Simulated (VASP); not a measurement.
# ZnSe (rocksalt type) (Fm-3m) in VASP: a series of runs

The runs below take ZnSe (rocksalt type) through single point, relaxation of cell and atoms, with PBE.

Everything below comes from runs of VASP 6.6.1. Logs are shortened: lines on timing, memory, paths and dates and some standing lists are left out, and cuts for length are marked.

### 1 The cell of the first run

It takes space group Fm-3m (No. 225, cubic). Conventional cell: a = 5.420 Å, b = 5.420 Å, c = 5.420 Å, α = 90.00°, β = 90.00°, γ = 90.00°. Within 3.6 Å of Zn (site symmetry m-3m) lie 6 Se at 2.71 Å. Se (site symmetry m-3m) has 6 Zn at 2.71 Å within 3.6 Å.

### 2 Single point, PBE (volume scaled by 1.03)

File INCAR:

```
SYSTEM = ZnSe
PREC     = Accurate       ! precision mode
ENCUT    = 520            ! plane-wave cutoff, eV
EDIFF    = 1E-6           ! SCF threshold, eV
ISMEAR   = -1             ! smearing method
SIGMA    = 0.08           ! smearing width, eV
LREAL    = .False.        ! projectors in reciprocal space
LASPH    = .True.         ! aspherical terms in the spheres
NELM     = 60             ! most SCF steps
ALGO     = Normal         ! electronic algorithm
ISIF     = 2              ! what is computed and relaxed
LWAVE    = .False.        ! write WAVECAR
LCHARG   = .True.         ! write CHGCAR
GGA      = PE             ! functional
LELF     = .True.         ! ELF
LVHAR    = .True.       
NBANDS   = 16             ! bands
```

File KPOINTS:

```
Automatic mesh
0
Gamma
  13 13 13
  0 0 0
```

File POSCAR:

```
ZnSe
1.0
    0.0000000000      2.7101895929      2.7101895929
    2.7101895929      0.0000000000      2.7101895929
    2.7101895929      2.7101895929      0.0000000000
Zn Se
1 1
Direct
    0.0000000000      0.0000000000      0.0000000000
    0.5000000000      0.5000000000      0.5000000000
```

Potentials or basis: VASP PAW PBE potentials, release 64 (Zn, Se).

Launch:

```sh
cat potpaw_PBE.64/Zn/POTCAR potpaw_PBE.64/Se/POTCAR > POTCAR
mpirun -np 1 vasp_std > vasp.out
```

OUTCAR:

```text
SYSTEM = ZnSe
   PREC = Accurate
   ENCUT = 520
   EDIFF = 1E-6
   ISMEAR = -1
   LREAL = .False.
   LASPH = .True.
   NELM = 60
   ISIF = 2
   GGA = PE

 ion  position               nearest neighbor table
   1  0.000  0.000  0.000-   2 2.71   2 2.71   2 2.71   2 2.71   2 2.71   2 2.71
   2  0.500  0.500  0.500-   1 2.71   1 2.71   1 2.71   1 2.71   1 2.71   1 2.71

  LATTYP: Found a face centered cubic cell.
 ALAT       =     5.4203791858

  Lattice vectors:

 A1 = (   0.0000000000,   2.7101895929,   2.7101895929)
 A2 = (   2.7101895929,   0.0000000000,   2.7101895929)
 A3 = (   2.7101895929,   2.7101895929,   0.0000000000)

Analysis of symmetry for initial positions (statically):
=====================================================================
 Subroutine PRICEL returns:
 Original cell was already a primitive cell.

 Routine SETGRP: Setting up the symmetry group for a
 face centered cubic supercell.

 Subroutine GETGRP returns: Found 48 space group operations
 (whereof 48 operations were pure point group operations)
 out of a pool of 48 trial point group operations.

The static configuration has the point symmetry O_h .

Analysis of symmetry for dynamics (positions and initial velocities):
=====================================================================
 Subroutine PRICEL returns:
 Original cell was already a primitive cell.

 Routine SETGRP: Setting up the symmetry group for a
 face centered cubic supercell.

 Subroutine GETGRP returns: Found 48 space group operations
 (whereof 48 operations were pure point group operations)
 out of a pool of 48 trial point group operations.

The dynamic configuration has the point symmetry O_h .

 Subroutine INISYM returns: Found 48 space group operations
 (whereof 48 operations are pure point group operations),
 and found     1 'primitive' translations

----------------------------------------------------------------------------------------

                                     Primitive cell

  volume of cell :      39.8134

  direct lattice vectors                    reciprocal lattice vectors
     0.000000000  2.710189593  2.710189593    -0.184488938  0.184488938  0.184488938
     2.710189593  0.000000000  2.710189593     0.184488938 -0.184488938  0.184488938
     2.710189593  2.710189593  0.000000000     0.184488938  0.184488938 -0.184488938

  length of vectors
     3.832786879  3.832786879  3.832786879     0.319544214  0.319544214  0.319544214

  position of ions in fractional coordinates (direct lattice)
     0.000000000  0.000000000  0.000000000
     0.500000000  0.500000000  0.500000000

  ion indices of the primitive-cell ions
   primitive index   ion index
                 1           1
                 2           2

----------------------------------------------------------------------------------------

 KPOINTS: Automatic mesh

Automatic generation of k-mesh.
 Grid dimensions read from file:
 generate k-points for:   13   13   13

 Generating k-lattice:

  Cartesian coordinates                     Fractional coordinates (reciprocal lattice)
    -0.014191457  0.014191457  0.014191457     0.076923077  0.000000000  0.000000000
     0.014191457 -0.014191457  0.014191457     0.000000000  0.076923077  0.000000000
     0.014191457  0.014191457 -0.014191457     0.000000000  0.000000000  0.076923077

  Length of vectors
     0.024580324  0.024580324  0.024580324

  Shift w.r.t. Gamma in fractional coordinates (k-lattice)
     0.000000000  0.000000000  0.000000000

 Subroutine IBZKPT returns following result:
 ===========================================

 Found     84 irreducible k-points:

 Following reciprocal coordinates:
            Coordinates               Weight
  0.000000  0.000000  0.000000      1.000000
  0.076923  0.000000  0.000000      8.000000
  0.153846  0.000000  0.000000      8.000000
  0.230769  0.000000  0.000000      8.000000
  0.307692  0.000000  0.000000      8.000000
  0.384615  0.000000  0.000000      8.000000
[... 16 lines left out ...]
  0.384615  0.153846  0.000000     24.000000
  0.461538  0.153846  0.000000     24.000000
 [... further k-points ...]
   k-points           NKPTS =     84   k-points in BZ     NKDIM =     84   number of bands    NBANDS=     16
   number of dos      NEDOS =    301   number of ions     NIONS =      2
   total plane-waves  NPLWV =  27000
   dimension x,y,z NGX =    30 NGY =   30 NGZ =   30
   dimension x,y,z NGXF=    60 NGYF=   60 NGZF=   60
   ions per type =               1   1
   NGX,Y,Z   is equivalent  to a cutoff of  13.01, 13.01, 13.01 a.u.
   NGXF,Y,Z  is equivalent  to a cutoff of  26.02, 26.02, 26.02 a.u.
 SYSTEM =  ZnSe
   PREC   = accura    normal or accurate (medium, high low for compatibility)
   ISTART =      0    job   : 0-new  1-cont  2-samecut
   ICHARG =      2    charge: 1-file 2-atom 10-const
   ISPIN  =      1    spin polarized calculation?
   LNONCOLLINEAR =      F non collinear calculations
   LSORBIT =      F    spin-orbit coupling
   LASPH  =      T    aspherical Exc in radial PAW
   ENCUT  =  520.0 eV  38.22 Ry    6.18 a.u.   7.13  7.13  7.13*2*pi/ulx,y,z
   NELM   =     60;   NELMIN=  2; NELMDL= -5     # of ELM steps
   EDIFF  = 0.1E-05   stopping-criterion for ELM
   LREAL  =      F    real-space projection
   EDIFFG = 0.1E-04   stopping-criterion for IOM
   NSW    =      0    number of steps for IOM
   IBRION =     -1    ionic relax: 0-MD 1-quasi-New 2-CG
   NFREE  =      0    steps in history (QN), initial steepest desc. (CG)
   ISIF   =      2    stress and relaxation
   ISYM   =      2    0-nonsym 1-usesym 2-fastsym
   POTIM  = 0.5000    time-step for ionic-motion
   TEBEG  =    0.0;   TEEND  =   0.0 temperature during run
   PSTRESS=    0.0 pullay stress
   NELECT =      18.0000    total number of electrons
   NUPDOWN=      -1.0000    fix difference up-down
   EMIN   =  10.00;   EMAX   =-10.00  energy-range for DOS
   EFERMI =   0.00;   METHOD = LEGACY
   ISMEAR =    -1;   SIGMA  =   0.08  broadening in eV -4-tet -1-fermi 0-gaus
   EFERMI_NEDOS =   21; number of points for ismear=-14 and -15
   IALGO  =     38    algorithm
   IMIX   =      4    mixing-type and parameters
     AMIX     =   0.40;   BMIX     =  1.00
     AMIX_MAG =   1.60;   BMIX_MAG =  1.00
  volume/ion in A,a.u.               =      19.91       134.34
  Fermi-wavevector in a.u.,A,eV,Ry     =   1.256481  2.374405 21.480130  1.578745
  Thomas-Fermi vector in A             =   2.390187
   LORBIT       =      0    0 simple, 1 ext, 2 COOP (PROOUT), +10 PAW based schemes
   GGA     = PE    functional components
   LHFCALC =     F    Hartree Fock is set to
   AEXX    =    0.0000 exact exchange contribution
   IVDW    =     0    specifies the selected vdW correction
   LEPSILON=     F    determine dielectric tensor
   LRPA    =     F    only Hartree local field effects (RPA)
 non-spin polarized calculation
  energy-cutoff  :      520.00
  volume of cell :       39.81
 maximum number of plane-waves:      1083
 NGX is ok and might be reduce to    30
   NGX = 15   NGY = 15   NGZ = 15

 number of electron      18.0000015 magnetization

 Free energy of the ion-electron system (eV)
  ---------------------------------------------------
  ext. energy  EPLUGINS =         0.00000000
  ---------------------------------------------------
  free energy    TOTEN  =        -5.41876286 eV

  energy without entropy =       -5.40631519  energy(sigma->0) =       -5.41253903

 E-fermi :   2.8239     XC(G=0): -10.2733

 val. band max:        2.7843728350   @ k =  -0.3077   0.0769   0.0000
 cond. band min:       2.8308246819   @ k =  -0.1538   0.1538   0.0000
 fundamental gap:      0.0464518470
 Fermi energy:         2.8238639845

 k-point     1 :       0.0000    0.0000    0.0000
  band No.  band energies     occupation
      1     -10.7628      2.00000
      2      -3.6824      2.00000
      3      -3.6824      2.00000
      4      -3.6645      2.00000
      5      -3.6645      2.00000
      6      -3.6645      2.00000
[... 8 lines left out ...]
     15      12.5020      0.00000
     16      12.5020      0.00000

 k-point     2 :       0.0769    0.0000    0.0000
  band No.  band energies     occupation
      1     -10.7066      2.00000
      2      -3.6940      2.00000
      3      -3.6940      2.00000
      4      -3.6692      2.00000
      5      -3.6599      2.00000
      6      -3.6599      2.00000
[... 8 lines left out ...]
     15      12.0783      0.00000
     16      12.5250      0.00000

 k-point     3 :       0.1538    0.0000    0.0000
  band No.  band energies     occupation
      1     -10.5434      2.00000
      2      -3.7286      2.00000
      3      -3.7286      2.00000
      4      -3.6862      2.00000
      5      -3.6445      2.00000
      6      -3.6445      2.00000
[... 8 lines left out ...]
     15      12.2922      0.00000
     16      12.3675      0.00000

 k-point     4 :       0.2308    0.0000    0.0000
  band No.  band energies     occupation
      1     -10.2917      2.00000
      2      -3.7775      2.00000
      3      -3.7775      2.00000
      4      -3.7248      2.00000
      5      -3.6219      2.00000
      6      -3.6219      2.00000
[... 8 lines left out ...]
     15      13.0060      0.00000
     16      13.0060      0.00000
[... 324 lines left out ...]
 k-point    22 :       0.3077    0.1538    0.0000
  band No.  band energies     occupation
      1     -10.0447      2.00000
      2      -3.8776      2.00000
      3      -3.7298      2.00000
      4      -3.7181      2.00000
      5      -3.6177      2.00000
      6      -3.5941      2.00000
[... 8 lines left out ...]
     15      14.9175      0.00000
     16      15.1376      0.00000

 k-point    23 :       0.3846    0.1538    0.0000
  band No.  band energies     occupation
      1      -9.7675      2.00000
      2      -3.9087      2.00000
      3      -3.7792      2.00000
      4      -3.7601      2.00000
      5      -3.5975      2.00000
      6      -3.5717      2.00000
[... 8 lines left out ...]
     15      15.6733      0.00000
     16      16.2001      0.00000

 k-point    24 :       0.4615    0.1538    0.0000
  band No.  band energies     occupation
      1      -9.5314      2.00000
      2      -3.9335      2.00000
      3      -3.8261      2.00000
      4      -3.8166      2.00000
      5      -3.5776      2.00000
      6      -3.5600      2.00000
[... 8 lines left out ...]
     15      16.6370      0.00000
     16      17.1873      0.00000

 [... further k-points ...]

------------------------ aborting loop because EDIFF is reached ----------------------------------------

  FORCE on cell =-STRESS in cart. coord.  units (eV):
  Direction    XX          YY          ZZ          XY          YZ          ZX
  --------------------------------------------------------------------------------------
  -------------------------------------------------------------------------------------
  Total       -0.4235703     -0.4235703     -0.4235703      0.0000000      0.0000000      0.0000000
  in kB      -17.0453965    -17.0453965    -17.0453965      0.0000000      0.0000000      0.0000000
  external PRESSURE =     -17.0453965 kB  Pullay stress =       0.0000000 kB

 VOLUME and BASIS-vectors are now :
 -----------------------------------------------------------------------------
  energy-cutoff  :      520.00
  volume of cell :       39.81
      direct lattice vectors                 reciprocal lattice vectors
     0.000000000  2.710189593  2.710189593    -0.184488938  0.184488938  0.184488938
     2.710189593  0.000000000  2.710189593     0.184488938 -0.184488938  0.184488938
     2.710189593  2.710189593  0.000000000     0.184488938  0.184488938 -0.184488938

 POSITION                                       TOTAL-FORCE (eV/Angst)
 -----------------------------------------------------------------------------------
      0.00000      0.00000      0.00000         0.000000      0.000000      0.000000
      2.71019      2.71019      2.71019        -0.000000     -0.000000     -0.000000
 -----------------------------------------------------------------------------------
    total drift:                               -0.000000      0.000000      0.000000

  FREE ENERGIE OF THE ION-ELECTRON SYSTEM (eV)
  ---------------------------------------------------
  free  energy   TOTEN  =        -5.4187628645 eV

  energy  without entropy=       -5.4063151907  energy(sigma->0) =       -5.41253903
```

Run time: 54 s. Hardware: 1 thread of Intel Xeon Platinum 8259CL at 2.50GHz (Skylake/Cascade Lake), shared host; peak memory 0.2 GiB.

What came out:

| Quantity | Value |
| --- | --- |
| Free energy | -5.4188 eV |
| Pressure | -1.7 GPa |
| Band gap on the k mesh | zero (band 9 reaches 2.84 eV, above the bottom of band 10 at 1.91 eV) |

Levels at points of the mesh, in eV from the Fermi level:
```
           k point  band 5  band 6  band 7  band 8  band 9  band 10  band 11  band 12  band 13  band 14
(0.00, 0.00, 0.00)   -6.49   -6.49   -0.43   -0.43   -0.43     0.53     8.59     8.59     8.59     9.68
```

Caveat: the cell differs from its parent crystal (volume scaled by 1.03).

### 3 Single point, PBE (volume scaled by 1.06)

File INCAR:

```
ALGO = Normal
EDIFF = 1E-6
ENCUT = 520
GGA = PE
ISIF = 2
ISMEAR = -1
LASPH = T
LCHARG = F
LREAL = F
LWAVE = F
NBANDS = 16
NELM = 100
PREC = Accurate
SIGMA = 0.08
```

File KPOINTS:

```
k-points
0
Gamma
  13 13 13
```

File POSCAR:

```
ZnSe
1.0
    0.0000000000      2.7362507069      2.7362507069
    2.7362507069      0.0000000000      2.7362507069
    2.7362507069      2.7362507069      0.0000000000
Zn Se
1 1
Direct
    0.0000000000      0.0000000000      0.0000000000
    0.5000000000      0.5000000000      0.5000000000
```

Potentials or basis: VASP PAW PBE potentials, release 64 (Zn, Se).

Launch:

```sh
cat potpaw_PBE.64/Zn/POTCAR potpaw_PBE.64/Se/POTCAR > POTCAR
mpirun -np 1 vasp_std > vasp.out
```

Wall time 56 s (1 thread of Intel Xeon Platinum 8259CL at 2.50GHz (Skylake/Cascade Lake), shared host); peak memory 0.2 GiB.

The run converged. Its results:

```yaml
Free_energy: -5.4001 eV
Pressure: -3.4 GPa
Band_gap_on_the_k_mesh: zero (band 9 reaches 2.58 eV, above the bottom of band 10 at 1.65 eV)
```

Levels at points of the mesh, in eV from the Fermi level:
```
           k point  band 7  band 8  band 9  band 10  band 11  band 12
(0.00, 0.00, 0.00)   -0.41   -0.41   -0.41     0.38     8.58     8.58
```

Caveat: the cell differs from its parent crystal (volume scaled by 1.06).

### 4 Relaxation of cell and atoms, PBE

This run uses another cell than the first one, of 15.51 Å³/atom, 0.779 times its volume.

File INCAR:

```
SYSTEM = ZnSe
PREC = Accurate
ENCUT = 600
EDIFF = 1E-7
ISMEAR = -1
SIGMA = 0.08
LREAL = .FALSE.
LASPH = .TRUE.
NELM = 100
ALGO = Normal
ISIF = 3
LWAVE = .FALSE.
LCHARG = .FALSE.
GGA = PE
IBRION = 2
NSW = 100
EDIFFG = -0.005
```

File KPOINTS:

```
regular mesh
0
G
  13 13 13
  0 0 0
```

File POSCAR:

```
ZnSe
1.0
    0.0000000000      2.4940015977      2.4940015977
    2.4940015977      0.0000000000      2.4940015977
    2.4940015977      2.4940015977      0.0000000000
Zn Se
1 1
Direct
    0.0000000000      0.0000000000      0.0000000000
    0.5000000000      0.5000000000      0.5000000000
```

Launch:

```sh
cat potpaw_PBE.64/Zn/POTCAR potpaw_PBE.64/Se/POTCAR > POTCAR
mpirun -np 1 vasp_std > vasp.out
```

Wall time 2.8 min (1 thread of Intel Xeon Platinum 8259CL at 2.50GHz (Skylake/Cascade Lake), shared host); peak memory 0.2 GiB.

The run converged. Its results:

```yaml
Free_energy: -5.4233 eV
Relaxed_volume: 19.39 Å³/atom
Relaxed_cell: a = 3.799 Å, b = 3.799 Å, c = 3.799 Å, α = 60.00°, β = 60.00°, γ = 60.00°
Space_group_after_relaxing_to_0.05_Å: Fm-3m (No. 225)
Energy_gained_by_relaxing: 258.1 meV/atom
Ionic_steps: 5
Pressure_after_relaxing: 0.0 GPa
Band_gap_on_the_k_mesh: zero (band 9 reaches 3.09 eV, above the bottom of band 10 at 2.14 eV)
```

Step by step:
```csv
step,energy change (eV),largest force (eV/Å),pressure (GPa),volume (Å³)
1,0.0000,0.0000,26.30,31.03
2,-0.3984,0.0000,-6.52,43.92
3,-0.5163,0.0000,0.12,38.71
4,-0.5162,0.0000,-0.16,38.88
5,-0.5163,0.0000,0.02,38.78
```

Final structure:
```
Zn Se
1.0
     0.00000    2.68646    2.68646
     2.68646    0.00000    2.68646
     2.68646    2.68646    0.00000
Zn Se
1 1
Direct
  0.00000 0.00000 0.00000
  0.50000 0.50000 0.50000
```

Levels at points of the mesh, in eV from the Fermi level:
```tsv
k point	band 6	band 7	band 8	band 9	band 10	band 11	band 12	band 13
(0.00, 0.00, 0.00)	-6.54	-0.46	-0.46	-0.46	0.68	8.59	8.59	8.59
```

Caveat: the volume moved by over 15 % at a fixed basis, so the end points are rough.

### 5 Overview

| task | cell | cutoff (eV) | gap on the mesh (eV) | pressure (GPa) |
| --- | --- | --- | --- | --- |
| single point | a = 3.833 Å, angles 60.0°, 2 atoms | 520 | none | -1.7 |
| single point | a = 3.870 Å, angles 60.0°, 2 atoms | 520 | none | -3.4 |
| relaxation of cell and atoms | relaxed from a = 3.527 Å, angles 60.0°, 2 atoms | 600 | none | 0.0 |

Alike in all rows: level PBE; potentials or basis VASP PAW PBE potentials, release 64 (Zn, Se); no spin polarisation; k mesh 13 × 13 × 13; smearing fermi-dirac 0.08 eV.

Caveats: the volume moved by over 15 % at a fixed basis, so the end points are rough (some runs).

Absolute energies hang on the potentials; compare differences alone.
